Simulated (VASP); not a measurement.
# MgO (F-43m) in VASP: notebook

Aim: see how the results for MgO move with the level of theory and the settings. Levels: PBE-based screened hybrid, PBE, r2SCAN. Tasks: single point.

Everything below comes from runs of VASP 6.6.1. Logs are shortened: lines on timing, memory, paths and dates and some standing lists are left out, and cuts for length are marked.

### Step 1. The cell of the first run

It takes space group F-43m (No. 216, cubic). The conventional cell has a = 4.564 Å, b = 4.564 Å, c = 4.564 Å, α = 90.00°, β = 90.00°, γ = 90.00°. Mg (site symmetry -43m) has 4 O at 1.98 Å within 2.6 Å. O (site symmetry -43m) has 4 Mg at 1.98 Å within 2.6 Å.

### Step 2. Single point, PBE-based screened hybrid

Contents of POSCAR:

```
MgO
1.0
    0.0000000000      2.2820056624      2.2820056624
    2.2820056624      0.0000000000      2.2820056624
    2.2820056624      2.2820056624      0.0000000000
Mg O
1 1
Direct
    0.0000000000      0.0000000000      0.0000000000
    0.2500000000      0.2500000000      0.2500000000
```

Contents of INCAR.step1:

```
  PREC = Accurate
  ENCUT = 520
  EDIFF = 1E-5
  ISMEAR = 0
  SIGMA = 0.01
  LREAL = F
  LASPH = T
  NELM = 60
  ALGO = Normal
  ISIF = 2
  LWAVE = T
  LCHARG = F
  NBANDS = 11
  GGA = PE
```

Contents of INCAR.step2:

```
  PREC = Accurate
  ENCUT = 520
  EDIFF = 1E-6
  ISMEAR = 0
  SIGMA = 0.01
  LREAL = F
  LASPH = T
  NELM = 60
  ALGO = Normal
  ISIF = 2
  LWAVE = F
  LCHARG = F
  GGA = PE
  LHFCALC = T
  AEXX = 0.75
  HFSCREEN = 0.1
  PRECFOCK = Normal
  NBANDS = 11
  ISTART = 1
```

Contents of KPOINTS:

```
regular mesh
0
Gamma
  4 4 4
```

Potentials or basis: VASP PAW PBE potentials, release 64 (Mg, O).

Launch:

```console
> cat potpaw_PBE.64/Mg/POTCAR potpaw_PBE.64/O/POTCAR > POTCAR
> cp INCAR.step1 INCAR
> mpirun -np 1 vasp_std > vasp.out
> cp INCAR.step2 INCAR
> mpirun -np 1 vasp_std > vasp.out
```

OUTCAR:

```text
PREC = Accurate
   ENCUT = 520
   EDIFF = 1E-6
   ISMEAR = 0
   LREAL = F
   LASPH = T
   NELM = 60
   ISIF = 2
   GGA = PE
   LHFCALC = T
   AEXX = 0.75
   HFSCREEN = 0.1
   PRECFOCK = Normal
   ISTART = 1

 ion  position               nearest neighbor table
   1  0.000  0.000  0.000-   2 1.98   2 1.98   2 1.98   2 1.98
   2  0.250  0.250  0.250-   1 1.98   1 1.98   1 1.98   1 1.98

  LATTYP: Found a face centered cubic cell.
 ALAT       =     4.5640113248

  Lattice vectors:

 A1 = (   0.0000000000,   2.2820056624,   2.2820056624)
 A2 = (   2.2820056624,   0.0000000000,   2.2820056624)
 A3 = (   2.2820056624,   2.2820056624,   0.0000000000)

Analysis of symmetry for initial positions (statically):
=====================================================================
 Subroutine PRICEL returns:
 Original cell was already a primitive cell.

 Routine SETGRP: Setting up the symmetry group for a
 face centered cubic supercell.

 Subroutine GETGRP returns: Found 24 space group operations
 (whereof 24 operations were pure point group operations)
 out of a pool of 48 trial point group operations.

The static configuration has the point symmetry T_d .

Analysis of symmetry for dynamics (positions and initial velocities):
=====================================================================
 Subroutine PRICEL returns:
 Original cell was already a primitive cell.

 Routine SETGRP: Setting up the symmetry group for a
 face centered cubic supercell.

 Subroutine GETGRP returns: Found 24 space group operations
 (whereof 24 operations were pure point group operations)
 out of a pool of 48 trial point group operations.

The dynamic configuration has the point symmetry T_d .

 Subroutine INISYM returns: Found 24 space group operations
 (whereof 24 operations are pure point group operations),
 and found     1 'primitive' translations

----------------------------------------------------------------------------------------

                                     Primitive cell

  volume of cell :      23.7673

  direct lattice vectors                    reciprocal lattice vectors
[... 80 lines left out ...]
   PSTRESS=    0.0 pullay stress
   NELECT =       8.0000    total number of electrons
   NUPDOWN=      -1.0000    fix difference up-down
   EMIN   =  10.00;   EMAX   =-10.00  energy-range for DOS
   EFERMI =   0.00;   METHOD = LEGACY
   ISMEAR =     0;   SIGMA  =   0.01  broadening in eV -4-tet -1-fermi 0-gaus
   EFERMI_NEDOS =   21; number of points for ismear=-14 and -15
   IALGO  =     38    algorithm
   IMIX   =      1    mixing-type and parameters
     AMIX     =   0.40;   BMIX     =  1.00
     AMIX_MAG =   1.60;   BMIX_MAG =  1.00
  volume/ion in A,a.u.               =      11.88        80.19
  Fermi-wavevector in a.u.,A,eV,Ry     =   1.138793  2.152007 17.644708  1.296849
  Thomas-Fermi vector in A             =   2.275497
   LORBIT       =      0    0 simple, 1 ext, 2 COOP (PROOUT), +10 PAW based schemes
   GGA     = PE    functional components
   LHFCALC =     T    Hartree Fock is set to
   PRECFOCK=normal    Normal, Fast or Accurate (Low or Medium for compatibility)
   ENCUT4O =  -1.0   cutoff for four orbital integrals eV
   NKREDX  =     1    reduce k-point grid by
   NKREDY  =     1    reduce k-point grid by
   NKREDZ  =     1    reduce k-point grid by
   AEXX    =    0.7500 exact exchange contribution
   HFSCREEN=    0.1000 screening length (either q_TF or 0.3 A-1)
   HFSCREENC=   0.1000 screening length for correlation (either q_TF or 0.3 A-1)
   ENCUTFOCK=  -1.0 apply spherical cutoff to Coloumb kernel
   IVDW    =     0    specifies the selected vdW correction
   LEPSILON=     F    determine dielectric tensor
   LRPA    =     F    only Hartree local field effects (RPA)
 non-spin polarized calculation
 Gauss-broadening in eV      SIGMA  =   0.01
  energy-cutoff  :      520.00
  volume of cell :       23.77
 maximum number of plane-waves:       648
  NGX = 20; NGY = 20; NGZ = 20

 number of electron       8.0000007 magnetization

 Free energy of the ion-electron system (eV)
  ---------------------------------------------------
  ext. energy  EPLUGINS =         0.00000000
  ---------------------------------------------------
  free energy    TOTEN  =       -19.54846392 eV

  energy without entropy =      -19.54846392  energy(sigma->0) =      -19.54846392

 E-fermi :  -3.5855     XC(G=0):  -4.0744

 val. band max:       -3.7498981903   @ k =   0.0000   0.0000   0.0000
 cond. band min:       6.1106298730   @ k =   0.0000   0.0000   0.0000
 fundamental gap:      9.8605280633
 Fermi energy:        -3.5855425158

 k-point     1 :       0.0000    0.0000    0.0000
  band No.  band energies     occupation
      1     -24.0261      2.00000
      2      -3.7499      2.00000
      3      -3.7499      2.00000
      4      -3.7499      2.00000
      5       6.1106      0.00000
      6      20.3635      0.00000
      7      20.3635      0.00000
      8      20.3635      0.00000
      9      24.1844      0.00000
     10      24.1844      0.00000
     11      24.1868      0.00000
[... 85 lines left out ...]
 k-point     8 :      -0.2500    0.5000    0.2500
  band No.  band energies     occupation
      1     -23.0313      2.00000
      2      -5.8642      2.00000
      3      -5.6775      2.00000
      4      -4.9547      2.00000
      5      10.3613      0.00000
      6      14.9085      0.00000
      7      17.4379      0.00000
      8      18.0211      0.00000
      9      24.4012      0.00000
     10      24.4390      0.00000
     11      29.1084      0.00000

------------------------ aborting loop because EDIFF is reached ----------------------------------------

  FORCE on cell =-STRESS in cart. coord.  units (eV):
  Direction    XX          YY          ZZ          XY          YZ          ZX
  --------------------------------------------------------------------------------------
  -------------------------------------------------------------------------------------
  Total       -1.0776129     -1.0776129     -1.0776129     -0.0000000      0.0000000     -0.0000000
  in kB      -72.6429073    -72.6429073    -72.6429073     -0.0000000      0.0000000     -0.0000000
  external PRESSURE =     -72.6429073 kB  Pullay stress =       0.0000000 kB

 VOLUME and BASIS-vectors are now :
 -----------------------------------------------------------------------------
  energy-cutoff  :      520.00
  volume of cell :       23.77
      direct lattice vectors                 reciprocal lattice vectors
     0.000000000  2.282005662  2.282005662    -0.219105504  0.219105504  0.219105504
     2.282005662  0.000000000  2.282005662     0.219105504 -0.219105504  0.219105504
     2.282005662  2.282005662  0.000000000     0.219105504  0.219105504 -0.219105504

 POSITION                                       TOTAL-FORCE (eV/Angst)
 -----------------------------------------------------------------------------------
      0.00000      0.00000      0.00000        -0.000000     -0.000000     -0.000000
      1.14100      1.14100      1.14100         0.000000      0.000000      0.000000
 -----------------------------------------------------------------------------------
    total drift:                                0.000009      0.000005      0.000007

  FREE ENERGIE OF THE ION-ELECTRON SYSTEM (eV)
  ---------------------------------------------------
  free  energy   TOTEN  =       -19.5484639240 eV

  energy  without entropy=      -19.5484639240  energy(sigma->0) =      -19.54846392
```

OSZICAR.step1:

```text
N       E                     dE             d eps       ncg     rms          rms(c)
DAV:   1     0.158280751728E+02    0.15828E+02   -0.42797E+03   192   0.628E+02
DAV:   2    -0.131808705536E+02   -0.29009E+02   -0.28590E+02   200   0.136E+02
DAV:   3    -0.138694300621E+02   -0.68856E+00   -0.68816E+00   226   0.195E+01
DAV:   4    -0.138716323280E+02   -0.22023E-02   -0.22022E-02   191   0.124E+00
DAV:   5    -0.138716420317E+02   -0.97037E-05   -0.97036E-05   217   0.806E-02    0.834E+00
DAV:   6    -0.117189515422E+02    0.21527E+01   -0.13360E+01   188   0.192E+01    0.275E+00
DAV:   7    -0.116921581566E+02    0.26793E-01   -0.11882E-01   191   0.264E+00    0.154E+00
DAV:   8    -0.116884737113E+02    0.36844E-02   -0.49371E-02   185   0.244E+00    0.378E-01
DAV:   9    -0.116875877100E+02    0.88600E-03   -0.91651E-04   208   0.208E-01    0.250E-01
DAV:  10    -0.116873832388E+02    0.20447E-03   -0.20811E-03   179   0.326E-01    0.125E-02
DAV:  11    -0.116873928866E+02   -0.96479E-05   -0.18023E-05   209   0.290E-02
   1 F= -.11687393E+02 E0= -.11687393E+02  d E =-.105215E-56
```

Run time: 1.9 min. Hardware: 1 thread of Intel Xeon Platinum 8259CL at 2.50GHz (Skylake/Cascade Lake), shared host; peak memory 0.25 GiB.

Results:

```yaml
Free_energy: -19.5485 eV
Pressure: -7.3 GPa
Band_gap_on_the_k_mesh: 9.86 eV, direct
```

Levels at points of the mesh, in eV from the valence-band top:
| k point | band 2 | band 3 | band 4 | band 5 | band 6 | band 7 |
| --- | --- | --- | --- | --- | --- | --- |
| (0.00, 0.00, 0.00) | 0.00 | 0.00 | 0.00 | 9.86 | 24.11 | 24.11 |
| (0.50, 0.00, 0.00) | -3.52 | -0.25 | -0.25 | 15.55 | 16.69 | 21.68 |
| (0.50, 0.50, 0.00) | -2.97 | -0.93 | -0.93 | 12.49 | 18.42 | 22.00 |

Caveat: the k points lie up to 0.60 Å⁻¹ apart; the PAW data sets were made with another functional, which shifts forces and pressure a little.

### Step 3. Single point, PBE

Contents of INCAR:

```
PREC     = Accurate       # precision mode
ENCUT    = 600            # plane-wave cutoff, eV
EDIFF    = 1E-6           # SCF threshold, eV
ISMEAR   = 0              # smearing method
SIGMA    = 0.01           # smearing width, eV
LREAL    = F              # projectors in reciprocal space
LASPH    = T              # aspherical terms in the spheres
NELM     = 120            # most SCF steps
ALGO     = Normal         # electronic algorithm
ISIF     = 2              # what is computed and relaxed
LWAVE    = F              # write WAVECAR
LCHARG   = F              # write CHGCAR
GGA      = PE             # functional
NBANDS   = 11             # bands
GGA_COMPAT= F
```

Contents of KPOINTS:

```
Automatic mesh
0
Gamma
  4 4 4
```

POSCAR is that of step 2.

Potentials or basis: VASP PAW PBE potentials, release 64 (Mg, O).

Launch:

```console
> cat potpaw_PBE.64/Mg/POTCAR potpaw_PBE.64/O/POTCAR > POTCAR
> mpirun -np 1 vasp_std > vasp.out
```

Wall time 3.9 s (1 thread of Intel Xeon Platinum 8488C (Sapphire Rapids), shared host); peak memory 0.15 GiB.

The run converged. Its results:

| Item | Value |
| --- | --- |
| Free energy | -11.6904 eV |
| Pressure | 3.3 GPa |
| Band gap on the k mesh | 3.64 eV, direct |

Levels at points of the mesh, in eV from the valence-band top:
```
           k point  band 1  band 2  band 3  band 4  band 5  band 6  band 7  band 8
(0.00, 0.00, 0.00)  -15.90    0.00    0.00    0.00    3.64   16.81   16.81   16.81
(0.50, 0.00, 0.00)  -15.23   -3.04   -0.18   -0.18    8.79    9.69   14.62   14.62
(0.50, 0.50, 0.00)  -15.03   -2.51   -0.74   -0.74    6.25   11.55   14.11   16.67
```

Caveat: the k points lie up to 0.60 Å⁻¹ apart. Expect the measured gap to be larger: semilocal functionals such as PBE lack the derivative discontinuity.

### Step 4. Single point, PBE

Contents of INCAR:

```
SYSTEM = MgO
PREC     = Accurate       ! precision mode
ENCUT    = 600            ! plane-wave cutoff, eV
EDIFF    = 1E-6           ! SCF threshold, eV
ISMEAR   = 0              ! smearing method
SIGMA    = 0.01           ! smearing width, eV
LREAL    = .FALSE.        ! projectors in reciprocal space
LASPH    = .TRUE.         ! aspherical terms in the spheres
NELM     = 120            ! most SCF steps
ALGO     = Normal         ! electronic algorithm
ISIF     = 2              ! what is computed and relaxed
LWAVE    = .FALSE.        ! write WAVECAR
LCHARG   = .TRUE.         ! write CHGCAR
GGA      = PE             ! functional
LELF     = .TRUE.         ! ELF
LVHAR    = .TRUE.       
NBANDS   = 11             ! bands
GGA_COMPAT= .FALSE.
```

Contents of KPOINTS:

```
Automatic mesh
0
G
  4 4 4
  0 0 0
```

POSCAR is that of step 3.

Launch:

```console
> cat potpaw_PBE.64/Mg/POTCAR potpaw_PBE.64/O/POTCAR > POTCAR
> mpirun -np 1 vasp_std > vasp.out
```

Run time: 5.4 s. Hardware: 1 thread of Intel Xeon Platinum 8488C (Sapphire Rapids), shared host; peak memory 0.15 GiB.

The run converged. Its results:

```yaml
Free_energy: -11.6904 eV
Pressure: 3.3 GPa
Band_gap_on_the_k_mesh: 3.64 eV, direct
```

Levels at points of the mesh, in eV from the valence-band top:
```tsv
k point	band 1	band 2	band 3	band 4	band 5	band 6	band 7	band 8
(0.00, 0.00, 0.00)	-15.90	0.00	0.00	0.00	3.64	16.81	16.81	16.81
(0.50, 0.00, 0.00)	-15.23	-3.04	-0.18	-0.18	8.79	9.69	14.62	14.62
(0.50, 0.50, 0.00)	-15.03	-2.51	-0.74	-0.74	6.25	11.55	14.11	16.67
```

Caveat: the k points lie up to 0.60 Å⁻¹ apart. Expect the measured gap to be larger: semilocal functionals such as PBE lack the derivative discontinuity.

### Step 5. Single point, r2SCAN

POSCAR is that of step 4.

Contents of INCAR.step1:

```
SYSTEM = MgO
PREC = Accurate
ENCUT = 660
ISMEAR = 1
SIGMA = 0.5
LREAL = .FALSE.
LASPH = .TRUE.
NELM = 120
NBANDS = 15
GGA = PE
ALGO = Normal
EDIFF = 1E-5
LWAVE = .TRUE.
LCHARG = .FALSE.
GGA_COMPAT = .FALSE.
```

Contents of INCAR.step2:

```
SYSTEM = MgO
PREC = Accurate
ENCUT = 660
EDIFF = 1E-6
ISMEAR = 1
SIGMA = 0.5
LREAL = .FALSE.
LASPH = .TRUE.
NELM = 120
ALGO = Normal
ISIF = 2
LWAVE = .FALSE.
LCHARG = .FALSE.
METAGGA = R2SCAN
LMIXTAU = .TRUE.
NBANDS = 15
ISTART = 1
GGA_COMPAT = .FALSE.
```

Contents of KPOINTS:

```
Automatic mesh
0
G
  6 6 6
  0 0 0
```

Potentials or basis: VASP PAW PBE potentials, release 64 (Mg_sv, O).

Launch:

```console
> cat potpaw_PBE.64/Mg_sv/POTCAR potpaw_PBE.64/O/POTCAR > POTCAR
> cp INCAR.step1 INCAR
> mpirun -np 1 vasp_std > vasp.out
> cp INCAR.step2 INCAR
> mpirun -np 1 vasp_std > vasp.out
```

Wall time 32 s (1 thread of Intel Xeon Platinum 8488C (Sapphire Rapids), shared host); peak memory 0.16 GiB.

It converged, with:

* Free energy: -15.8421 eV
* Pressure: -0.2 GPa
* Band gap on the k mesh: 4.35 eV, direct

Levels at points of the mesh, in eV from the valence-band top:
```csv
k point,band 5,band 6,band 7,band 8,band 9,band 10,band 11,band 12
"(0.00, 0.00, 0.00)",-16.82,0.00,0.00,0.00,4.35,17.99,17.99,17.99
"(0.50, 0.00, 0.00)",-16.16,-2.99,-0.18,-0.18,9.65,10.56,15.58,15.58
"(0.50, 0.50, 0.00)",-15.96,-2.49,-0.74,-0.74,6.97,12.49,15.43,17.85
```

Caveat: the PAW data sets were made with another functional, which shifts forces and pressure a little. r2SCAN opens gaps a little over a GGA but as a rule still falls short of measured ones.

### Step 6. Summary

```tsv
level	potentials or basis	k mesh	cutoff (eV)	smearing	grid for exact exchange (PRECFOCK)	share of exact exchange	screening parameter	second run	gap on the mesh (eV)	pressure (GPa)
PBE-based screened hybrid	VASP PAW PBE potentials, release 64 (Mg, O)	4 × 4 × 4	520	gaussian 0.01 eV	Normal	0.75	0.1 1/Å	-	9.86	-7.3
PBE	VASP PAW PBE potentials, release 64 (Mg, O)	4 × 4 × 4	600	gaussian 0.01 eV	-	-	-	-	3.64	3.3
r2SCAN	VASP PAW PBE potentials, release 64 (Mg_sv, O)	6 × 6 × 6	660	methfessel-paxton 0.5 eV	-	-	-	valence_matched	4.35	-0.2
```

Alike in all rows: task single point; no spin polarisation; cell as given.

Caveats: some runs use coarse meshes; the PAW data sets were made with another functional, which shifts forces and pressure a little (some runs).

Absolute energies hang on the potentials; compare differences alone.
